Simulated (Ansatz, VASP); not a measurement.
**One calculation of Li2Se, two programs**

Contents of POSCAR:

```
Li2Se
1.0
    0.0000000000      3.0231618097      3.0231618097
    3.0231618097      0.0000000000      3.0231618097
    3.0231618097      3.0231618097      0.0000000000
Se Li
1 2
Direct
    0.0000000000      0.0000000000      0.0000000000
    0.2500000000      0.2500000000      0.2500000000
    0.7500000000      0.7500000000      0.7500000000
```

The input INCAR.step1:

```
SYSTEM = Li2Se
ALGO     = Normal         ! electronic algorithm
EDIFF    = 1E-5           ! SCF threshold, eV
ENCUT    = 830            ! plane-wave cutoff, eV
GGA      = PE             ! functional
GGA_COMPAT= .False.      
ISMEAR   = 0              ! smearing method
LASPH    = .True.         ! aspherical terms in the spheres
LCHARG   = .False.        ! write CHGCAR
LREAL    = .False.        ! projectors in reciprocal space
LWAVE    = .True.         ! write WAVECAR
NBANDS   = 13             ! bands
NELM     = 120            ! most SCF steps
PREC     = Accurate       ! precision mode
SIGMA    = 0.01           ! smearing width, eV
```

INCAR.step2

```
SYSTEM = Li2Se
ALGO     = Normal         ! electronic algorithm
EDIFF    = 1E-6           ! SCF threshold, eV
ENCUT    = 830            ! plane-wave cutoff, eV
GGA_COMPAT= .False.      
ISIF     = 2              ! what is computed and relaxed
ISMEAR   = 0              ! smearing method
ISTART   = 1            
LASPH    = .True.         ! aspherical terms in the spheres
LCHARG   = .True.         ! write CHGCAR
LELF     = .True.         ! ELF
LMIXTAU  = .True.       
LREAL    = .False.        ! projectors in reciprocal space
LVHAR    = .True.       
LWAVE    = .False.        ! write WAVECAR
METAGGA  = R2SCAN         ! meta-GGA
NBANDS   = 13             ! bands
NELM     = 120            ! most SCF steps
PREC     = Accurate       ! precision mode
SIGMA    = 0.01           ! smearing width, eV
```

File KPOINTS:

```
k-points
0
Gamma
  6 6 6
  0 0 0
```

Input for Ansatz:

```yaml
crystal:
  lattice:
    - [0.0, 3.0231618097, 3.0231618097]
    - [3.0231618097, 0.0, 3.0231618097]
    - [3.0231618097, 3.0231618097, 0.0]
  atoms:
    - { symbol: Se, position: [0.0, 0.0, 0.0] }
    - { symbol: Li, position: [0.25, 0.25, 0.25] }
    - { symbol: Li, position: [0.75, 0.75, 0.75] }
kpoints:
  mp_grid: { grid: [6, 6, 6] }
hamiltonian:
  xc: r2scan
scf:
  occupations: { method: fixed }
  n_extra_bands: 4
output:
  forces: true
  stress: true
  eigenvalues: true
```

Alike in both runs: task single point; functional r2SCAN; k mesh 6 × 6 × 6; no spin polarisation.

|  | VASP | Ansatz |
| --- | --- | --- |
| version | VASP 6.6.1 | Ansatz 0.2.0 |
| potentials or method | VASP PAW PBE potentials, release 64 (Se, Li_sv) | plane waves, PAW |
| plane-wave cutoff (eV) | 830 | 500 |
| occupations | gaussian, width 0.01 eV | fixed |
| valence electrons in the cell | 12 | 22 |

VASP gave:

| Item | Value |
| --- | --- |
| gap on the k mesh at the Fermi level (eV) | 3.48 |
| pressure (GPa) | -1.2 |

Problem. What did Ansatz give for the same quantities?

Solution. gap on the k mesh at the Fermi level (eV): 3.50; pressure (GPa): -1.0.

VASP's potentials were made for PBE, not for r2SCAN. VASP's potentials hold 12 valence electrons a cell and Ansatz's 22, so a difference there can come from the potentials and not from the codes.
